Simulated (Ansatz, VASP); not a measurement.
# Two plane-wave programs on Ti

```xyz
3
Lattice="4.6936 0.0000 0.0000 -2.3468 4.0648 0.0000 0.0000 0.0000 2.9026" Properties=species:S:1:pos:R:3 pbc="T T T"
Ti    0.0000    0.0000    0.0000
Ti    0.0000    2.7098    1.4513
Ti    2.3468    1.3549    1.4513
```

Change from the starting cell: mode 6 frozen in at +0.000 Å, equal normal strain along x, y and z +0.0250.

Alike in both runs: task single point; functional PBE; k mesh 12 × 12 × 14; occupations gaussian, width 0.15 eV; no spin polarisation.

|  | VASP | Ansatz |
| --- | --- | --- |
| version | VASP 6.6.1 | Ansatz 0.2.0 |
| potentials or method | VASP PAW PBE potentials, release 64 (Ti_sv), cutoff 500 eV | scalar-relativistic, plane waves, PAW |
| valence electrons in the cell | 36 | 36 |

|  | VASP | Ansatz | Ansatz less VASP |
| --- | --- | --- | --- |
| gap on the k mesh at the Fermi level (eV) | none | none | - |
| pressure (GPa) | -7.4 | -7.3 | +0.18 |
| traceless stress, the component that is largest in VASP (GPa) | -0.21 | -0.21 | -0.006 |

A gap of «none» marks a metal or a gap that the smearing closes. With one functional, cell and mesh, what is left measures potentials, basis and numerics.
